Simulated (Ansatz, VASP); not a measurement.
**Two plane-wave programs on LiF**

```xyz
2
Lattice="0.0000 2.0350 2.0350 2.0350 0.0000 2.0350 2.0350 2.0350 0.0000" Properties=species:S:1:pos:R:3 pbc="T T T"
Li    0.0000    0.0000    0.0000
F     2.0350    2.0350    2.0350
```

Alike in both runs: task single point; functional HSE06; k mesh 6 × 6 × 6; occupations fermi-dirac, width 0.02 eV; no spin polarisation.

```csv
,VASP,Ansatz
version,VASP 6.6.1,Ansatz 0.2.0 development build
potentials or method,"VASP PAW PBE potentials, release 64 (Li_sv, F)","plane waves, PAW datasets (generated soft set 1)"
plane-wave cutoff (eV),520,420
valence electrons in the cell,10,10
```

|  | VASP | Ansatz | Ansatz less VASP |
| --- | --- | --- | --- |
| gap on the k mesh at the Fermi level (eV) | 11.09 | 11.11 | +0.015 |

The k mesh is coarse, so the values compare programs but aren't converged. Noted on VASP's run: the cutoff is short for stress, so the pressure is rough.
